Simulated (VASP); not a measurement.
# SiC2 (P6/mmm) in VASP: relaxation of cell and atoms with PBE+D3(BJ)

Aim: the relaxation of cell and atoms of SiC2 with PBE+D3(BJ).

Everything below comes from runs of VASP 6.6.1. Logs are shortened: lines on timing, memory, paths and dates and some standing lists are left out, and cuts for length are marked.

## (1) The cell of the first run

It takes space group P6/mmm (No. 191, hexagonal). The conventional cell has a = 2.468 Å, b = 2.468 Å, c = 7.065 Å, α = 90.00°, β = 90.00°, γ = 120.00°. Si (site symmetry 6/mmm) has 6 Si at 2.47 Å within 3.3 Å. Within 1.9 Å of C (site symmetry -6m2) lie 3 C at 1.42 Å.

## (2) Relaxation of cell and atoms, PBE+D3(BJ)

Contents of INCAR:

```
SYSTEM = SiC2
PREC     = Accurate       ! precision mode
ENCUT    = 600            ! plane-wave cutoff, eV
EDIFF    = 1E-6           ! SCF threshold, eV
ISMEAR   = 0              ! smearing method
SIGMA    = 0.1            ! smearing width, eV
LREAL    = .FALSE.        ! projectors in reciprocal space
LASPH    = .TRUE.         ! aspherical terms in the spheres
NELM     = 100            ! most SCF steps
ALGO     = Normal         ! electronic algorithm
ISIF     = 3              ! what is computed and relaxed
LWAVE    = .FALSE.        ! write WAVECAR
LCHARG   = .FALSE.        ! write CHGCAR
GGA      = PE             ! functional
IVDW     = 12             ! dispersion correction
IBRION   = 2              ! ionic algorithm
NSW      = 100            ! ionic steps
EDIFFG   = -0.01          ! ionic threshold
```

Contents of KPOINTS:

```
Automatic mesh
0
G
  24 24 8
  0 0 0
```

Contents of POSCAR:

```
SiC2
1.0
    2.4677706735      0.0000000000      0.0000000000
   -1.2338853368      2.1371520940      0.0000000000
    0.0000000000      0.0000000000      7.0647017542
Si C
1 2
Direct
    0.0000000000      0.0000000000      0.0000000000
    0.3333333333      0.6666666667      0.5000000000
    0.6666666667      0.3333333333      0.5000000000
```

Potentials or basis: VASP PAW PBE potentials, release 64 (Si, C).

The run is started by

```sh
$ cat potpaw_PBE.64/Si/POTCAR potpaw_PBE.64/C/POTCAR > POTCAR
$ mpirun -np 1 vasp_std > vasp.out
```

OUTCAR:

```text
SYSTEM = SiC2
   PREC = Accurate
   ENCUT = 600
   EDIFF = 1E-6
   ISMEAR = 0
   LREAL = .FALSE.
   LASPH = .TRUE.
   NELM = 100
   ISIF = 3
   GGA = PE
   IVDW = 12
   IBRION = 2
   NSW = 100
   EDIFFG = -0.01
 IVDW          = 12

 ion  position               nearest neighbor table
   1  0.000  0.000  0.000-
   2  0.333  0.667  0.500-   3 1.42   3 1.42   3 1.42
   3  0.667  0.333  0.500-   2 1.42   2 1.42   2 1.42

  LATTYP: Found a hexagonal cell.
 ALAT       =     2.4677706735
 C/A-ratio  =     2.8627869802

  Lattice vectors:

 A1 = (   2.4677706735,   0.0000000000,   0.0000000000)
 A2 = (  -1.2338853368,   2.1371520940,   0.0000000000)
 A3 = (   0.0000000000,   0.0000000000,   7.0647017542)

Analysis of symmetry for initial positions (statically):
=====================================================================
 Subroutine PRICEL returns:
 Original cell was already a primitive cell.

 Routine SETGRP: Setting up the symmetry group for a
 hexagonal supercell.

 Subroutine GETGRP returns: Found 24 space group operations
 (whereof 24 operations were pure point group operations)
 out of a pool of 24 trial point group operations.

The static configuration has the point symmetry D_6h.

Analysis of symmetry for dynamics (positions and initial velocities):
=====================================================================
 Subroutine PRICEL returns:
 Original cell was already a primitive cell.

 Routine SETGRP: Setting up the symmetry group for a
 hexagonal supercell.

 Subroutine GETGRP returns: Found 24 space group operations
 (whereof 24 operations were pure point group operations)
 out of a pool of 24 trial point group operations.

The dynamic configuration has the point symmetry D_6h.

 Subroutine INISYM returns: Found 24 space group operations
 (whereof 24 operations are pure point group operations),
 and found     1 'primitive' translations

----------------------------------------------------------------------------------------

                                     Primitive cell

  volume of cell :      37.2592

  direct lattice vectors                    reciprocal lattice vectors
     2.467770674  0.000000000  0.000000000     0.405224039  0.233956208  0.000000000
    -1.233885337  2.137152094  0.000000000     0.000000000  0.467912416  0.000000000
     0.000000000  0.000000000  7.064701754     0.000000000  0.000000000  0.141548792

  length of vectors
     2.467770674  2.467770674  7.064701754     0.467912416  0.467912416  0.141548792

  position of ions in fractional coordinates (direct lattice)
     0.000000000  0.000000000  0.000000000
     0.333333333  0.666666667  0.500000000
     0.666666667  0.333333333  0.500000000

  ion indices of the primitive-cell ions
   primitive index   ion index
                 1           1
                 2           2
                 3           3

----------------------------------------------------------------------------------------

 KPOINTS: Automatic mesh

Automatic generation of k-mesh.
 Grid dimensions read from file:
 generate k-points for:   24   24    8

 Generating k-lattice:

  Cartesian coordinates                     Fractional coordinates (reciprocal lattice)
     0.016884335  0.009748175  0.000000000     0.041666667  0.000000000  0.000000000
     0.000000000  0.019496351  0.000000000     0.000000000  0.041666667  0.000000000
     0.000000000  0.000000000  0.017693599     0.000000000  0.000000000  0.125000000

  Length of vectors
     0.019496351  0.019496351  0.017693599

  Shift w.r.t. Gamma in fractional coordinates (k-lattice)
     0.000000000  0.000000000  0.000000000

 Subroutine IBZKPT returns following result:
 ===========================================

 Found    305 irreducible k-points:

 Following reciprocal coordinates:
            Coordinates               Weight
  0.000000  0.000000  0.000000      1.000000
  0.041667 -0.000000  0.000000      6.000000
  0.083333 -0.000000  0.000000      6.000000
  0.125000  0.000000  0.000000      6.000000
  0.166667 -0.000000  0.000000      6.000000
  0.208333  0.000000  0.000000      6.000000
[... 16 lines left out ...]
  0.416667  0.041667  0.000000     12.000000
  0.458333  0.041667  0.000000     12.000000
 [... further k-points ...]
   k-points           NKPTS =    305   k-points in BZ     NKDIM =    305   number of bands    NBANDS=     10
   number of dos      NEDOS =    301   number of ions     NIONS =      3
   total plane-waves  NPLWV =  22400
   dimension x,y,z NGX =    20 NGY =   20 NGZ =   56
   dimension x,y,z NGXF=    40 NGYF=   40 NGZF=  112
   ions per type =               1   2
   NGX,Y,Z   is equivalent  to a cutoff of  13.47, 13.47, 13.18 a.u.
   NGXF,Y,Z  is equivalent  to a cutoff of  26.95, 26.95, 26.36 a.u.
 SYSTEM =  SiC2
   PREC   = accura    normal or accurate (medium, high low for compatibility)
   ISTART =      0    job   : 0-new  1-cont  2-samecut
   ICHARG =      2    charge: 1-file 2-atom 10-const
   ISPIN  =      1    spin polarized calculation?
   LNONCOLLINEAR =      F non collinear calculations
   LSORBIT =      F    spin-orbit coupling
   LASPH  =      T    aspherical Exc in radial PAW
   ENCUT  =  600.0 eV  44.10 Ry    6.64 a.u.   4.93  4.93 14.11*2*pi/ulx,y,z
   NELM   =    100;   NELMIN=  2; NELMDL= -5     # of ELM steps
   EDIFF  = 0.1E-05   stopping-criterion for ELM
   LREAL  =      F    real-space projection
   EDIFFG = -.1E-01   stopping-criterion for IOM
   NSW    =    100    number of steps for IOM
   IBRION =      2    ionic relax: 0-MD 1-quasi-New 2-CG
   NFREE  =      1    steps in history (QN), initial steepest desc. (CG)
   ISIF   =      3    stress and relaxation
   ISYM   =      2    0-nonsym 1-usesym 2-fastsym
   POTIM  = 0.5000    time-step for ionic-motion
   TEBEG  =    0.0;   TEEND  =   0.0 temperature during run
   PSTRESS=    0.0 pullay stress
   NELECT =      12.0000    total number of electrons
   NUPDOWN=      -1.0000    fix difference up-down
   EMIN   =  10.00;   EMAX   =-10.00  energy-range for DOS
   EFERMI =   0.00;   METHOD = LEGACY
   ISMEAR =     0;   SIGMA  =   0.10  broadening in eV -4-tet -1-fermi 0-gaus
   EFERMI_NEDOS =   21; number of points for ismear=-14 and -15
   IALGO  =     38    algorithm
   IMIX   =      4    mixing-type and parameters
     AMIX     =   0.40;   BMIX     =  1.00
     AMIX_MAG =   1.60;   BMIX_MAG =  1.00
  volume/ion in A,a.u.               =      12.42        83.81
  Fermi-wavevector in a.u.,A,eV,Ry     =   1.122166  2.120587 17.133235  1.259257
  Thomas-Fermi vector in A             =   2.258825
   LORBIT       =      0    0 simple, 1 ext, 2 COOP (PROOUT), +10 PAW based schemes
   GGA     = PE    functional components
   LHFCALC =     F    Hartree Fock is set to
   AEXX    =    0.0000 exact exchange contribution
   IVDW    =    12    specifies the selected vdW correction
   LEPSILON=     F    determine dielectric tensor
   LRPA    =     F    only Hartree local field effects (RPA)
 conjugate gradient relaxation of ions
 non-spin polarized calculation
 Gauss-broadening in eV      SIGMA  =   0.10
  energy-cutoff  :      600.00
  volume of cell :       37.26
 maximum number of plane-waves:      1275
 NGX is ok and might be reduce to    20
   NGX =  9   NGY =  9   NGZ = 29

--------------------------------------- Ionic step        1  -------------------------------------------

 number of electron      12.0000000 magnetization

 Free energy of the ion-electron system (eV)
  ---------------------------------------------------
  ext. energy  EPLUGINS =         0.00000000
  ---------------------------------------------------
  free energy    TOTEN  =       -22.85214058 eV

  energy without entropy =      -22.85024071  energy(sigma->0) =      -22.85119064

------------------------ aborting loop because EDIFF is reached ----------------------------------------

 Edisp (eV)   -0.61852

 E8    (eV) :    -0.2125

  FORCE on cell =-STRESS in cart. coord.  units (eV):
  Direction    XX          YY          ZZ          XY          YZ          ZX
  --------------------------------------------------------------------------------------
  -------------------------------------------------------------------------------------
  Total      -0.21834    -0.21834     0.05367     0.00000     0.00000     0.00000
  in kB      -9.38896    -9.38896     2.30795     0.00000     0.00000     0.00000
  external pressure =       -5.49 kB  Pullay stress =        0.00 kB
[... 186 lines left out ...]
  energy  without entropy=      -23.4691254762  energy(sigma->0) =      -23.47004777

--------------------------------------- Ionic step        6  -------------------------------------------

 number of electron      11.9999999 magnetization

 Free energy of the ion-electron system (eV)
  ---------------------------------------------------
  ext. energy  EPLUGINS =         0.00000000
  ---------------------------------------------------
  free energy    TOTEN  =       -22.85396920 eV

  energy without entropy =      -22.85211385  energy(sigma->0) =      -22.85304153

 E-fermi :   5.6224     XC(G=0):  -9.9353

 val. band max:        5.6060388499   @ k =   0.2083   0.2083   0.2500
 cond. band min:       5.6318145686   @ k =   0.2917   0.1250   0.3750
 fundamental gap:      0.0257757188
 Fermi energy:         5.6224428250

 k-point     1 :       0.0000    0.0000    0.0000
  band No.  band energies     occupation
      1     -14.1182      2.00000
      2      -7.2756      2.00000
      3      -2.4991      2.00000
      4       2.1007      2.00000
      5       2.3758      2.00000
      6       2.3758      2.00000
      7       8.5806      0.00000
      8      13.7350      0.00000
      9      13.7350      0.00000
     10      16.8572      0.00000
[... 287 lines left out ...]
 k-point    24 :       0.4583    0.0417    0.0000
  band No.  band energies     occupation
      1      -9.0070      2.00000
      2      -7.6228      2.00000
      3      -1.1324      2.00000
      4      -0.2787      2.00000
      5       1.3237      2.00000
      6       2.9289      2.00000
      7       6.6012      0.00000
      8       8.8304      0.00000
      9      10.7204      0.00000
     10      12.8355      0.00000

 [... further k-points ...]

------------------------ aborting loop because EDIFF is reached ----------------------------------------

 Edisp (eV)   -0.61707

 E8    (eV) :    -0.2119

  FORCE on cell =-STRESS in cart. coord.  units (eV):
  Direction    XX          YY          ZZ          XY          YZ          ZX
  --------------------------------------------------------------------------------------
  -------------------------------------------------------------------------------------
  Total      -0.00212    -0.00212     0.02883     0.00000    -0.00000    -0.00000
  in kB      -0.09127    -0.09127     1.23870     0.00000    -0.00000    -0.00000
  external pressure =        0.35 kB  Pullay stress =        0.00 kB
[... 18 lines left out ...]
  FREE ENERGIE OF THE ION-ELECTRON SYSTEM (eV)
  ---------------------------------------------------
  free  energy   TOTEN  =       -23.4710422974 eV

  energy  without entropy=      -23.4691869517  energy(sigma->0) =      -23.47011462

 reached required accuracy - stopping structural energy minimisation
```

Run time: 5.8 min. Hardware: 1 thread of Intel Xeon 8259CL, shared host; peak memory 0.28 GiB.

What came out:

```
Free energy                           : -23.4710 eV
Relaxed volume                        : 12.43 Å³/atom
Relaxed cell                          : a = 2.465 Å, b = 2.465 Å, c = 7.086 Å, α = 90.00°, β = 90.00°, γ = 120.00°
Space group after relaxing (to 0.1 Å) : P6/mmm (No. 191)
Energy gained by relaxing             : 0.1 meV/atom
Ionic steps                           : 6
Pressure after relaxing               : 0.0 GPa
Band gap on the k mesh                : zero (bands 6 and 7 overlap by 1.51 eV)
Dispersion energy per atom            : -0.206 eV
```

The path:
| step | energy change (eV) | largest force (eV/Å) | pressure (GPa) | volume (Å³) |
| --- | --- | --- | --- | --- |
| 1 | 0.0000 | 0.0000 | -0.55 | 37.26 |
| 2 | 0.0007 | 0.0000 | 1.30 | 37.03 |
| 3 | -0.0003 | 0.0000 | 0.11 | 37.18 |
| 4 | -0.0003 | 0.0000 | 0.08 | 37.18 |
| 5 | -0.0003 | 0.0000 | 0.07 | 37.21 |
| 6 | -0.0004 | 0.0000 | 0.04 | 37.28 |

Final structure:
```
Si C
1.0
     2.46487    0.00000    0.00000
    -1.23244    2.13464    0.00000
     0.00000    0.00000    7.08608
Si C
1 2
Direct
  0.00000 0.00000 0.00000
  0.33333 0.66667 0.50000
  0.66667 0.33333 0.50000
```

Levels at points of the mesh, in eV from the Fermi level:
| k point | band 2 | band 3 | band 4 | band 5 | band 6 | band 7 | band 8 | band 9 | band 10 |
| --- | --- | --- | --- | --- | --- | --- | --- | --- | --- |
| (0.00, 0.00, 0.00) | -12.90 | -8.12 | -3.52 | -3.25 | -3.25 | 2.96 | 8.11 | 8.11 | 11.23 |
| (0.50, 0.00, 0.00) | -13.45 | -6.63 | -5.65 | -4.65 | -2.66 | 0.90 | 3.36 | 4.85 | 7.16 |
| (0.00, 0.00, 0.50) | -12.94 | -7.83 | -4.19 | -3.25 | -3.25 | 4.90 | 7.73 | 8.11 | 8.11 |
| (0.50, 0.00, 0.50) | -13.45 | -6.63 | -5.68 | -4.68 | -2.55 | 1.46 | 2.56 | 4.41 | 7.17 |
